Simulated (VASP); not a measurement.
A run of VASP 6.6.1:

File INCAR:

```
SYSTEM = Ti2SnC
PREC = Accurate
ENCUT = 600
EDIFF = 1E-6
ISMEAR = 0
SIGMA = 0.1
LREAL = .False.
LASPH = .True.
NELM = 120
ALGO = Normal
ISIF = 2
LWAVE = .False.
LCHARG = .False.
GGA = PS
NBANDS = 52
GGA_COMPAT = .False.
```

KPOINTS

```
Automatic mesh
0
Gamma
  12 12 4
  0 0 0
```

POSCAR

```
Ti2SnC
1.0
    3.0422788874      0.0000000000      0.0000000000
   -1.5211394437      2.6346908019      0.0000000000
    0.0000000000      0.0000000000     13.2082014436
Ti Sn C
4 2 2
Direct
    0.3333333333      0.6666666667      0.0836022354
    0.3333333333      0.6666666667      0.4163977646
    0.6666666667      0.3333333333      0.5836022354
    0.6666666667      0.3333333333      0.9163977646
    0.3333333333      0.6666666667      0.7500000000
    0.6666666667      0.3333333333      0.2500000000
    0.0000000000      0.0000000000      0.0000000000
    0.0000000000      0.0000000000      0.5000000000
```

Potentials or basis: VASP PAW PBE potentials, release 64 (Ti_sv, Sn_d, C).

Launch:

```sh
$ cat potpaw_PBE.64/Ti_sv/POTCAR potpaw_PBE.64/Sn_d/POTCAR potpaw_PBE.64/C/POTCAR > POTCAR
$ mpirun -np 1 vasp_std > vasp.out
```

Hardware: 1 thread of AMD EPYC 9R45 96-Core Processor (Zen 5) (shared host).

Q: How long does it take, and how much memory?

A: Run time: 4.6 min on 1 thread of AMD EPYC 9R45 96-Core Processor (Zen 5), with other jobs on the host, peak memory 0.42 GiB. Counts: scf iterations 15, k points 57.
